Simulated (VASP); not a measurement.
# Cu (Fd-3m) in VASP: a series of runs

Cu is run at these levels: PBEsol; tasks: relaxation of cell and atoms, single point.

All numbers are computed with VASP 6.6.1; they aren't measurements. Logs are shortened: lines on timing, memory, paths and dates and some standing lists are left out, and cuts for length are marked.

**1. The cell of the first run**

The structure is cubic, space group Fd-3m (No. 227). Conventional cell: a = 4.970 Å, b = 4.970 Å, c = 4.970 Å, α = 90.00°, β = 90.00°, γ = 90.00°. Cu (site symmetry -43m) has 4 Cu at 2.15 Å within 2.8 Å.

This isn't the form of Cu at room conditions, which is fcc.

**2. Relaxation of cell and atoms, PBEsol, target pressure 20 GPa, at which the enthalpy is minimised**

INCAR

```
PREC = Accurate
ENCUT = 600
EDIFF = 1E-7
ISMEAR = 0
SIGMA = 0.1
LREAL = False
LASPH = True
NELM = 100
ALGO = Normal
ISIF = 3
LWAVE = False
LCHARG = False
GGA = PS
IBRION = 2
NSW = 80
EDIFFG = -0.02
PSTRESS = 200.0
```

KPOINTS

```
regular mesh
0
Gamma
  16 16 16
```

POSCAR

```
Cu
1.0
    0.0000000000      2.4850000000      2.4850000000
    2.4850000000      0.0000000000      2.4850000000
    2.4850000000      2.4850000000      0.0000000000
Cu
2
Direct
    0.0000000000      0.0000000000      0.0000000000
    0.2500000000      0.2500000000      0.2500000000
```

Potentials or basis: VASP PAW PBE potentials, release 64 (Cu).

Run with:

```console
> cat potpaw_PBE.64/Cu/POTCAR > POTCAR
> mpirun -np 1 vasp_std > vasp.out
```

OUTCAR:

```text
PREC = Accurate
   ENCUT = 600
   EDIFF = 1E-7
   ISMEAR = 0
   LREAL = False
   LASPH = True
   NELM = 100
   ISIF = 3
   GGA = PS
   IBRION = 2
   NSW = 80
   EDIFFG = -0.02
   PSTRESS = 200.0

 ion  position               nearest neighbor table
   1  0.000  0.000  0.000-   2 2.15   2 2.15   2 2.15   2 2.15
   2  0.250  0.250  0.250-   1 2.15   1 2.15   1 2.15   1 2.15

  LATTYP: Found a face centered cubic cell.
 ALAT       =     4.9700000000

  Lattice vectors:

 A1 = (   0.0000000000,   2.4850000000,   2.4850000000)
 A2 = (   2.4850000000,   0.0000000000,   2.4850000000)
 A3 = (   2.4850000000,   2.4850000000,   0.0000000000)

Analysis of symmetry for initial positions (statically):
=====================================================================
 Subroutine PRICEL returns:
 Original cell was already a primitive cell.

 Routine SETGRP: Setting up the symmetry group for a
 face centered cubic supercell.

 Subroutine GETGRP returns: Found 48 space group operations
 (whereof 24 operations were pure point group operations)
 out of a pool of 48 trial point group operations.

The static configuration has the point symmetry T_d .
 The point group associated with its full space group is O_h .

Analysis of symmetry for dynamics (positions and initial velocities):
=====================================================================
 Subroutine PRICEL returns:
 Original cell was already a primitive cell.

 Routine SETGRP: Setting up the symmetry group for a
 face centered cubic supercell.

 Subroutine GETGRP returns: Found 48 space group operations
 (whereof 24 operations were pure point group operations)
 out of a pool of 48 trial point group operations.

The dynamic configuration has the point symmetry T_d .
 The point group associated with its full space group is O_h .

 Subroutine INISYM returns: Found 48 space group operations
 (whereof 24 operations are pure point group operations),
 and found     1 'primitive' translations

----------------------------------------------------------------------------------------

                                     Primitive cell

  volume of cell :      30.6909

  direct lattice vectors                    reciprocal lattice vectors
     0.000000000  2.485000000  2.485000000    -0.201207243  0.201207243  0.201207243
     2.485000000  0.000000000  2.485000000     0.201207243 -0.201207243  0.201207243
     2.485000000  2.485000000  0.000000000     0.201207243  0.201207243 -0.201207243

  length of vectors
     3.514320702  3.514320702  3.514320702     0.348501169  0.348501169  0.348501169

  position of ions in fractional coordinates (direct lattice)
     0.000000000  0.000000000  0.000000000
     0.250000000  0.250000000  0.250000000

  ion indices of the primitive-cell ions
   primitive index   ion index
                 1           1
                 2           2

----------------------------------------------------------------------------------------

 KPOINTS: regular mesh

Automatic generation of k-mesh.
 Grid dimensions read from file:
 generate k-points for:   16   16   16

 Generating k-lattice:

  Cartesian coordinates                     Fractional coordinates (reciprocal lattice)
    -0.012575453  0.012575453  0.012575453     0.062500000  0.000000000  0.000000000
     0.012575453 -0.012575453  0.012575453     0.000000000  0.062500000  0.000000000
     0.012575453  0.012575453 -0.012575453     0.000000000  0.000000000  0.062500000

  Length of vectors
     0.021781323  0.021781323  0.021781323

  Shift w.r.t. Gamma in fractional coordinates (k-lattice)
     0.000000000  0.000000000  0.000000000

 Subroutine IBZKPT returns following result:
 ===========================================

 Found    145 irreducible k-points:

 Following reciprocal coordinates:
            Coordinates               Weight
  0.000000  0.000000  0.000000      1.000000
  0.062500  0.000000  0.000000      8.000000
  0.125000  0.000000  0.000000      8.000000
  0.187500  0.000000  0.000000      8.000000
  0.250000  0.000000  0.000000      8.000000
  0.312500  0.000000  0.000000      8.000000
[... 16 lines left out ...]
 -0.125000  0.062500  0.000000     24.000000
 -0.062500  0.062500  0.000000     12.000000
 [... further k-points ...]
   k-points           NKPTS =    145   k-points in BZ     NKDIM =    145   number of bands    NBANDS=     15
   number of dos      NEDOS =    301   number of ions     NIONS =      2
   total plane-waves  NPLWV =  21952
   dimension x,y,z NGX =    28 NGY =   28 NGZ =   28
   dimension x,y,z NGXF=    56 NGYF=   56 NGZF=   56
   ions per type =               2
   NGX,Y,Z   is equivalent  to a cutoff of  13.25, 13.25, 13.25 a.u.
   NGXF,Y,Z  is equivalent  to a cutoff of  26.49, 26.49, 26.49 a.u.
 SYSTEM =  unknown system
   PREC   = accura    normal or accurate (medium, high low for compatibility)
   ISTART =      0    job   : 0-new  1-cont  2-samecut
   ICHARG =      2    charge: 1-file 2-atom 10-const
   ISPIN  =      1    spin polarized calculation?
   LNONCOLLINEAR =      F non collinear calculations
   LSORBIT =      F    spin-orbit coupling
   LASPH  =      T    aspherical Exc in radial PAW
   ENCUT  =  600.0 eV  44.10 Ry    6.64 a.u.   7.02  7.02  7.02*2*pi/ulx,y,z
   NELM   =    100;   NELMIN=  2; NELMDL= -5     # of ELM steps
   EDIFF  = 0.1E-06   stopping-criterion for ELM
   LREAL  =      F    real-space projection
   EDIFFG = -.2E-01   stopping-criterion for IOM
   NSW    =     80    number of steps for IOM
   IBRION =      2    ionic relax: 0-MD 1-quasi-New 2-CG
   NFREE  =      1    steps in history (QN), initial steepest desc. (CG)
   ISIF   =      3    stress and relaxation
   ISYM   =      2    0-nonsym 1-usesym 2-fastsym
   POTIM  = 0.5000    time-step for ionic-motion
   TEBEG  =    0.0;   TEEND  =   0.0 temperature during run
   PSTRESS=  200.0 pullay stress
   NELECT =      22.0000    total number of electrons
   NUPDOWN=      -1.0000    fix difference up-down
   EMIN   =  10.00;   EMAX   =-10.00  energy-range for DOS
   EFERMI =   0.00;   METHOD = LEGACY
   ISMEAR =     0;   SIGMA  =   0.10  broadening in eV -4-tet -1-fermi 0-gaus
   EFERMI_NEDOS =   21; number of points for ismear=-14 and -15
   IALGO  =     38    algorithm
   IMIX   =      4    mixing-type and parameters
     AMIX     =   0.40;   BMIX     =  1.00
     AMIX_MAG =   1.60;   BMIX_MAG =  1.00
  volume/ion in A,a.u.               =      15.35       103.56
  Fermi-wavevector in a.u.,A,eV,Ry     =   1.465141  2.768714 29.206773  2.146637
  Thomas-Fermi vector in A             =   2.581033
   LORBIT       =      0    0 simple, 1 ext, 2 COOP (PROOUT), +10 PAW based schemes
   GGA     = PS    functional components
   LHFCALC =     F    Hartree Fock is set to
   AEXX    =    0.0000 exact exchange contribution
   IVDW    =     0    specifies the selected vdW correction
   LEPSILON=     F    determine dielectric tensor
   LRPA    =     F    only Hartree local field effects (RPA)
 conjugate gradient relaxation of ions
 non-spin polarized calculation
 Gauss-broadening in eV      SIGMA  =   0.10
  energy-cutoff  :      600.00
  volume of cell :       30.69
 maximum number of plane-waves:      1037
   NGX = 13   NGY = 13   NGZ = 13

--------------------------------------- Ionic step        1  -------------------------------------------

 number of electron      22.0000024 magnetization

 Free energy of the ion-electron system (eV)
  ---------------------------------------------------
  ext. energy  EPLUGINS =         0.00000000
  ---------------------------------------------------
  free energy    TOTEN  =        -6.02230186 eV

  energy without entropy =       -6.01778173  energy(sigma->0) =       -6.02004180

------------------------ aborting loop because EDIFF is reached ----------------------------------------

  FORCE on cell =-STRESS in cart. coord.  units (eV):
  Direction    XX          YY          ZZ          XY          YZ          ZX
  --------------------------------------------------------------------------------------
  -------------------------------------------------------------------------------------
  Total        3.0058892      3.0058892      3.0058892      0.0000000      0.0000000      0.0000000
  in kB      156.9185846    156.9185846    156.9185846      0.0000000      0.0000000      0.0000000
  external PRESSURE =     -43.0814154 kB  Pullay stress =     200.0000000 kB
[... 61 lines left out ...]
  enthalpy is  TOTEN    =        -2.1899345459 eV   P V=        3.6068778029

--------------------------------------- Ionic step        3  -------------------------------------------

 number of electron      21.9999993 magnetization

 Free energy of the ion-electron system (eV)
  ---------------------------------------------------
  ext. energy  EPLUGINS =         0.00000000
  ---------------------------------------------------
  free energy    TOTEN  =        -5.92294740 eV

  energy without entropy =       -5.91844105  energy(sigma->0) =       -5.92069423

 E-fermi :   4.8746     XC(G=0): -11.3456

 val. band max:        4.8728324935   @ k =  -0.2500   0.4375   0.1875
 cond. band min:       4.8777646948   @ k =  -0.3750   0.3125   0.0625
 fundamental gap:      0.0049322013
 Fermi energy:         4.8746132676

 k-point     1 :       0.0000    0.0000    0.0000
  band No.  band energies     occupation
      1      -2.8935      2.00000
      2       0.9554      2.00000
      3       0.9554      2.00000
      4       0.9792      2.00000
      5       0.9792      2.00000
      6       0.9792      2.00000
      7       2.4909      2.00000
      8       2.4910      2.00000
      9       2.4910      2.00000
     10       3.4706      2.00000
     11       3.4706      2.00000
     12      16.5132      0.00000
     13      16.5132      0.00000
     14      16.5132      0.00000
     15      17.1353      0.00000
[... 397 lines left out ...]
 k-point    24 :      -0.0625    0.0625    0.0000
  band No.  band energies     occupation
      1      -2.6950      2.00000
      2       0.7948      2.00000
      3       0.8876      2.00000
      4       0.9895      2.00000
      5       1.0912      2.00000
      6       1.1681      2.00000
      7       2.4110      2.00000
      8       2.4578      2.00000
      9       2.5314      2.00000
     10       3.4474      2.00000
     11       3.4915      2.00000
     12      14.2635      0.00000
     13      14.3329      0.00000
     14      16.4134      0.00000
     15      17.3380      0.00000

 [... further k-points ...]

------------------------ aborting loop because EDIFF is reached ----------------------------------------

  FORCE on cell =-STRESS in cart. coord.  units (eV):
  Direction    XX          YY          ZZ          XY          YZ          ZX
  --------------------------------------------------------------------------------------
  -------------------------------------------------------------------------------------
  Total        3.7187868      3.7187868      3.7187868      0.0000000      0.0000000      0.0000000
  in kB      199.9685604    199.9685604    199.9685604      0.0000000      0.0000000      0.0000000
  external PRESSURE =      -0.0314396 kB  Pullay stress =     200.0000000 kB
[... 17 lines left out ...]
  FREE ENERGIE OF THE ION-ELECTRON SYSTEM (eV)
  ---------------------------------------------------
  free  energy   TOTEN  =        -5.9229473995 eV

  energy  without entropy=       -5.9184410510  energy(sigma->0) =       -5.92069423

  enthalpy is  TOTEN    =        -2.2035759599 eV   P V=        3.7193714396

 reached required accuracy - stopping structural energy minimisation
```

Run time: 3 min. Hardware: 1 thread of Intel Xeon Platinum 8488C (Sapphire Rapids), shared host; peak memory 0.21 GiB.

Results:

```yaml
Free_energy: -5.9229 eV
Relaxed_volume: 14.90 Å³/atom
Relaxed_cell: a = 3.480 Å, b = 3.480 Å, c = 3.480 Å, α = 60.00°, β = 60.00°, γ = 60.00°
Space_group_after_relaxing_to_0.1_Å: Fd-3m (No. 227)
Energy_change_on_relaxing_the_run_minimises_the_enthalpy: +49.7 meV/atom
Ionic_steps: 3
Pressure_after_relaxing: 20.0 GPa
Band_gap_on_the_k_mesh: zero (bands 11 and 12 overlap by 1.12 eV)
```

The path:
```
step  energy change (eV)  largest force (eV/Å)  pressure (GPa)  volume (Å³)
   1              0.0000                0.0000           15.69        30.69
   2              0.2255                0.0000           25.00        28.89
   3              0.0994                0.0000           20.00        29.80
```

Final structure:
```
Cu
1.0
     0.00000    2.46059    2.46059
     2.46059    0.00000    2.46059
     2.46059    2.46059    0.00000
Cu
2
Direct
  0.00000 0.00000 0.00000
  0.25000 0.25000 0.25000
```

Levels at points of the mesh, in eV from the Fermi level:
```csv
k point,band 9,band 10,band 11,band 12,band 13,band 14
"(0.00, 0.00, 0.00)",-2.38,-1.40,-1.40,11.64,11.64,11.64
"(0.50, 0.00, 0.00)",-2.05,-1.55,-1.55,-0.28,8.28,8.28
"(0.50, 0.50, 0.00)",-1.42,-1.42,0.30,0.30,3.97,3.97
```

Caveat: the cell is relaxed towards a set pressure, so the run minimises the enthalpy, not the energy; the PAW data sets were made with another functional, which shifts forces and pressure a little.

(Continued in part 2 of 2.)
